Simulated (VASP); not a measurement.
Pb:

```
CELL_PARAMETERS angstrom
3.50071 0.00000 0.00000
-1.75036 3.03171 0.00000
0.00000 0.00000 11.41809
ATOMIC_POSITIONS crystal
Pb 0.66667 0.33333 0.75000
Pb 0.00000 0.00000 0.50000
Pb 0.33333 0.66667 0.25000
Pb 0.00000 0.00000 0.00000
```

Base run:

- Program: VASP 6.6.1
- Functional: PBE
- Potentials or basis: VASP PAW PBE potentials, release 64 (Pb_d)
- Cutoff: 520 eV
- k mesh: 9 × 9 × 3
- Occupations: fermi-dirac, width 0.05 eV
- Spin: no spin polarisation

Its results: band gap on the k mesh zero (band 28 reaches 12.96 eV, above the bottom of band 29 at 5.21 eV); pressure 2.2 GPa.

Q: The run is repeated on the same cell with these changes: functional from PBE to PBEsol. What comes out?

A: Band gap on the k mesh zero (band 28 reaches 12.77 eV, above the bottom of band 29 at 5.02 eV); pressure -0.7 GPa.

PBEsol binds more tightly than PBE, so the same cell stands under less pressure.

Caveats: spin-orbit coupling is left out, which moves the levels of the heavy elements; the PAW data sets were made with another functional, which shifts forces and pressure a little (some runs).
